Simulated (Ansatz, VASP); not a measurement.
As in VASP and in Ansatz

The input INCAR:

```
PREC = Accurate ; ENCUT = 520
EDIFF = 1E-6 ; ISMEAR = -1
SIGMA = 0.05 ; LREAL = False
LASPH = True ; NELM = 100
ALGO = Normal ; ISIF = 2
LWAVE = False ; LCHARG = False
GGA = PE ; NBANDS = 8
```

File KPOINTS:

```
Automatic mesh
0
Gamma
  15 15 14
```

File POSCAR:

```
As
1.0
    2.9124858328      0.0000000000      0.0000000000
   -1.4562429164      2.5222867194      0.0000000000
    0.0000000000      0.0000000000      2.7303890111
As
1
Direct
    0.0000000000      0.0000000000      0.0000000000
```

Input for Ansatz:

```yaml
crystal:
  lattice:
    - [2.9124858328, 0.0, 0.0]
    - [-1.4562429164, 2.5222867194, 0.0]
    - [0.0, 0.0, 2.7303890111]
  atoms:
    - { symbol: As, position: [0.0, 0.0, 0.0] }
kpoints:
  mp_grid: { grid: [15, 15, 14] }
  band_path:
    path:
      - [0.0, 0.0, 0.0]
      - [0.5, 0.0, 0.0]
      - [0.3333333333, 0.3333333333, 0.0]
      - [0.0, 0.0, 0.0]
      - [0.0, 0.0, 0.5]
      - [0.5, 0.0, 0.5]
      - [0.3333333333, 0.3333333333, 0.5]
      - [0.0, 0.0, 0.5]
      - [0.5, 0.0, 0.5]
    npoints: 14
scf:
  occupations: { method: fermi_dirac, width: 0.05 }
hamiltonian:
  xc: pbe
  pseudopotentials: { kind: all_electron, lapw: { basis_error: 0.001 } }
output:
  forces: true
  stress: true
  eigenvalues: true
  populations: true
  dos: { projected: true, de: 0.2, e_range: [-14, 8] }
```

Alike in both runs: task single point; functional PBE; k mesh 15 × 15 × 14; occupations fermi-dirac, width 0.05 eV; no spin polarisation.

|  | VASP | Ansatz |
| --- | --- | --- |
| version | VASP 6.6.1 | Ansatz 0.2.0 |
| potentials or method | VASP PAW PBE potentials, release 64 (As), cutoff 520 eV | all-electron LAPW, scalar-relativistic |

|  | VASP | Ansatz | Ansatz less VASP |
| --- | --- | --- | --- |
| pressure (GPa) | 0.1 | 0.0 | -0.10 |
| traceless stress, the component that is largest in VASP (GPa) | 0.07 | 0.05 | -0.017 |

Ansatz ran all-electron here, and VASP with PAW potentials.
